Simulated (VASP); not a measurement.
Input of a VASP 6.6.1 run:

INCAR

```
ALGO = Normal
EDIFF = 1E-6
ENCUT = 600
GGA = PE
GGA_COMPAT = F
ISIF = 2
ISMEAR = -1
LASPH = T
LCHARG = F
LMAXMIX = 6
LREAL = F
LWAVE = F
NBANDS = 50
NELM = 200
PREC = Accurate
SIGMA = 0.1
```

The input KPOINTS:

```
k-points
0
Gamma
  7 7 7
```

The input POSCAR:

```
Rb2LaFeF6
1.0
    0.0000000000      4.3885890000      4.3885890000
    4.3885890000      0.0000000000      4.3885890000
    4.3885890000      4.3885890000      0.0000000000
Fe F Rb La
1 6 2 1
Direct
    0.0000000000      0.0000000000      0.0000000000
    0.7843000000      0.2157000000      0.2157000000
    0.2157000000      0.7843000000      0.2157000000
    0.2157000000      0.7843000000      0.7843000000
    0.7843000000      0.2157000000      0.7843000000
    0.2157000000      0.2157000000      0.7843000000
    0.7843000000      0.7843000000      0.2157000000
    0.2500000000      0.2500000000      0.2500000000
    0.7500000000      0.7500000000      0.7500000000
    0.5000000000      0.5000000000      0.5000000000
```

Potentials or basis: VASP PAW PBE potentials, release 64 (Fe, F, Rb_sv, La).

Run with:

```bash
$ cat potpaw_PBE.64/Fe/POTCAR potpaw_PBE.64/F/POTCAR potpaw_PBE.64/Rb_sv/POTCAR potpaw_PBE.64/La/POTCAR > POTCAR
$ mpirun -np 1 vasp_std > vasp.out
```

Problem. Predict the band gap on the k mesh.

Solution. Zero (an odd number of electrons rules out a gap without spin polarisation).

Problem. What does it give for the largest force?

Solution. 2.169 eV/Å.

Problem. Estimate the pressure.

Solution. 4.5 GPa.

Forces on the atoms (eV/Å):
```
Fe   0.000  0.000  0.000
F    2.169  0.000  0.000
F    0.000  2.169  0.000
F   -2.169  0.000  0.000
F    0.000 -2.169  0.000
F    0.000  0.000  2.169
F    0.000  0.000 -2.169
Rb   0.000  0.000  0.000
Rb   0.000  0.000  0.000
La   0.000  0.000  0.000
```

Caveat: the cell stands under pressure; spin-orbit coupling is left out, which moves the levels of the heavy elements; an odd number of electrons without spin polarisation forces a metal; a magnetic or distorted state may lie lower; the run has no spin polarisation, though such a crystal can be magnetic; semilocal functionals often make such compounds metallic where correlation or magnetic order opens a gap, which also shifts bond lengths. With open d or f shells a metallic result of PBE can be an artefact of self-interaction; +U or a hybrid may open a gap.
